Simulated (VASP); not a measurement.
A run of VASP 6.6.1 is set up as follows.

File INCAR:

```
PREC = Accurate ; ENCUT = 520
EDIFF = 1E-6 ; ISMEAR = 1
SIGMA = 0.1 ; LREAL = F
LASPH = T ; NELM = 100
ALGO = Normal ; ISIF = 2
LWAVE = F ; LCHARG = T
GGA = PS ; LELF = T
LVHAR = T ; NBANDS = 15
```

Contents of KPOINTS:

```
regular mesh
0
Gamma
  20 20 20
```

The input POSCAR:

```
TiC
1.0
    0.0000000000      2.1640000000      2.1640000000
    2.1640000000      0.0000000000      2.1640000000
    2.1640000000      2.1640000000      0.0000000000
Ti C
1 1
Direct
    0.0000000000      0.0000000000      0.0000000000
    0.5000000000      0.5000000000      0.5000000000
```

Potentials or basis: VASP PAW PBE potentials, release 64 (Ti_sv, C).

The run is started by

```sh
$ cat potpaw_PBE.64/Ti_sv/POTCAR potpaw_PBE.64/C/POTCAR > POTCAR
$ mpirun -np 1 vasp_std > vasp.out
```

**Question.** Estimate the band gap on the k mesh.

**Answer.** Zero (band 8 reaches 9.99 eV, above the bottom of band 9 at 8.92 eV).

**Question.** Predict the pressure.

**Answer.** -5.9 GPa.

Caveat: the PAW data sets were made with another functional, which shifts forces and pressure a little.
